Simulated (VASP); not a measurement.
Wanted: the native input for a VASP 6.6.1 run.

```yaml
Task: single point
Functional: PBE
Potentials_or_basis: VASP PAW PBE potentials, release 64 (Cs_sv, Re)
Cutoff: 520 eV
k_mesh: 8 × 8 × 5
Occupations: fermi-dirac, width 0.05 eV
Spin: no spin polarisation
Dipole_correction: no
Further_INCAR_settings: ALGO = Normal; EDIFF = 1e-06; NBANDS = 15
```

The structure of CsRe lies in POSCAR:

```
CsRe
1.0
    3.6645924590      0.0000000000      0.0000000000
   -1.8322962245      3.1736301625      0.0000000000
    0.0000000000      0.0000000000      5.5936466636
Cs Re
1 1
Direct
    0.0000000000      0.0000000000      0.5000000000
    0.0000000000      0.0000000000      0.0000000000
```

These files were run (other wordings do the same):

INCAR

```
SYSTEM = CsRe
ALGO = Normal
EDIFF = 1E-6
ENCUT = 520
GGA = PE
ISIF = 2
ISMEAR = -1
LASPH = .TRUE.
LCHARG = .FALSE.
LREAL = .FALSE.
LWAVE = .FALSE.
NBANDS = 15
NELM = 60
PREC = Accurate
SIGMA = 0.05
```

KPOINTS

```
k-points
0
G
  8 8 5
  0 0 0
```

Potentials or basis: VASP PAW PBE potentials, release 64 (Cs_sv, Re).

The run is started by

```bash
$ cat potpaw_PBE.64/Cs_sv/POTCAR potpaw_PBE.64/Re/POTCAR > POTCAR
$ mpirun -np 1 vasp_std > vasp.out
```

Results of the run:

| Property | Result |
| --- | --- |
| Pressure | -6.6 GPa |
| Band gap on the k mesh | zero (bands 8 and 9 overlap by 1.09 eV) |

Caveat: the stress differs along the axes, from -13 to 6 GPa; spin-orbit coupling is left out, which moves the levels of the heavy elements.

Run time: 39 s on 1 thread of Intel Xeon 8259CL, with other jobs on the host, peak memory 0.19 GiB.
